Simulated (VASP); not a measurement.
# As2H: single point with PBE+D3(BJ)

As2H, a slab with vacuum:

```
CELL_PARAMETERS angstrom
3.57134 0.00000 0.00000
-1.78567 3.09287 0.00000
0.00000 0.00000 18.39764
ATOMIC_POSITIONS crystal
As 0.33333 0.66667 0.29339
As 0.66667 0.33333 0.21742
H 0.83333 0.66667 0.30372
```

* Program: VASP 6.6.1
* Task: single point
* Functional: PBE
* Dispersion: D3(BJ)
* Potentials or basis: VASP PAW PBE potentials, release 64 (As, H)
* Cutoff: 520 eV
* k mesh: 9 × 9 × 1
* Occupations: gaussian, width 0.05 eV
* Spin: collinear spin
* Starting moments: [0.0, 0.0, 1.0] μB

- Largest force: 1.671 eV/Å
- Net moment: 0.00 μB per cell
- Valence electrons inside the program's atomic spheres: As 2.78, 2.72; H 0.54
- Dispersion energy per atom: -0.170 eV

Forces on the atoms (eV/Å):
```
As   0.000  0.241  0.961
As   0.000 -0.797 -1.469
H    0.000  0.555  0.509
```

Levels at points of the mesh, in eV from the Fermi level:
Spin up:
```csv
k point,band 3,band 4,band 5,band 6,band 7,band 8,band 9,band 10
"(0.00, 0.00, 0.00)",-2.25,-2.11,-1.75,-0.38,1.34,1.93,3.25,3.80
```
Spin down:
| k point | band 2 | band 3 | band 4 | band 5 | band 6 | band 7 | band 8 | band 9 | band 10 | band 11 |
| --- | --- | --- | --- | --- | --- | --- | --- | --- | --- | --- |
| (0.00, 0.00, 0.00) | -9.13 | -2.25 | -2.11 | -1.75 | -0.38 | 1.34 | 1.93 | 3.25 | 3.81 | 4.34 |

It took 3.3 min on 1 thread of AMD EPYC 9R45 96-Core Processor (Zen 5) (shared host), peak memory 0.44 GiB.
